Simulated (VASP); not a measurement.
Set up this calculation in VASP 6.6.1, as the native input.

```
Task                   : single point
Functional             : PBE
Potentials or basis    : VASP PAW PBE potentials, release 64 (Ta_pv, N)
Cutoff                 : 520 eV
k mesh                 : 1 × 1 × 1, shifted
Occupations            : fermi-dirac, width 0.3447 eV
Spin                   : no spin polarisation
Dipole correction      : no
Further INCAR settings : LREAL = Auto; ALGO = Normal; EDIFF = 1e-06; NBANDS = 78; ISYM = -1
```

The structure of TaN lies in POSCAR:

```
TaN
1.0
    5.9152850000      0.1408810000      0.0440940000
    0.1408810000      5.6478040000     -0.2198280000
    0.0440940000     -0.2198280000      5.5198490000
Ta N
8 8
Direct
    0.5463495184      0.2571684509      0.2109525262
    0.0854636862      0.2352077871      0.6440248314
    0.5091031888      0.8891430164      0.7063588397
    0.4184467670      0.7892001887      0.1866649445
    0.0312474347      0.5011410991      0.1408413566
    0.8839100671      0.9262407769      0.1262600711
    0.0482243261      0.7625152669      0.5943995574
    0.5880165735      0.3243953221      0.6848379679
    0.7959398465      0.2581653022      0.4471442589
    0.7195841068      0.7171902354      0.8312117149
    0.7434316841      0.7941866916      0.3774185843
    0.2319031936      0.8525582868      0.9367771915
    0.3548762577      0.4334624173      0.9965568374
    0.8069219456      0.2872529720      0.9699558503
    0.3552177641      1.0984096361      0.4025409429
    0.4084963598      0.6278822044      0.5073011691
```

One way to write it, as run:

INCAR

```
SYSTEM = TaN
  PREC = Accurate
  ENCUT = 520
  EDIFF = 1E-6
  ISMEAR = -1
  SIGMA = 0.3447
  LREAL = Auto
  LASPH = .TRUE.
  NELM = 120
  ALGO = Normal
  ISIF = 2
  LWAVE = .FALSE.
  LCHARG = .FALSE.
  GGA = PE
  ISYM = -1
  NBANDS = 78
  GGA_COMPAT = .FALSE.
```

KPOINTS

```
explicit points
1
Reciprocal
  0.25000000   0.25000000   0.25000000 1
```

Potentials or basis: VASP PAW PBE potentials, release 64 (Ta_pv, N).

The run is started by

```bash
$ cat potpaw_PBE.64/Ta_pv/POTCAR potpaw_PBE.64/N/POTCAR > POTCAR
$ mpirun -np 1 vasp_std > vasp.out
```

Results of the run:

```
Pressure      : 39.4 GPa
Largest force : 10.231 eV/Å
```

Caveat: the atoms stand as in a frame of molecular dynamics; so wide a smearing shifts energies and pressures.

It took 110 s on 1 thread of Intel Xeon 8259CL, with other jobs on the host, peak memory 0.28 GiB.
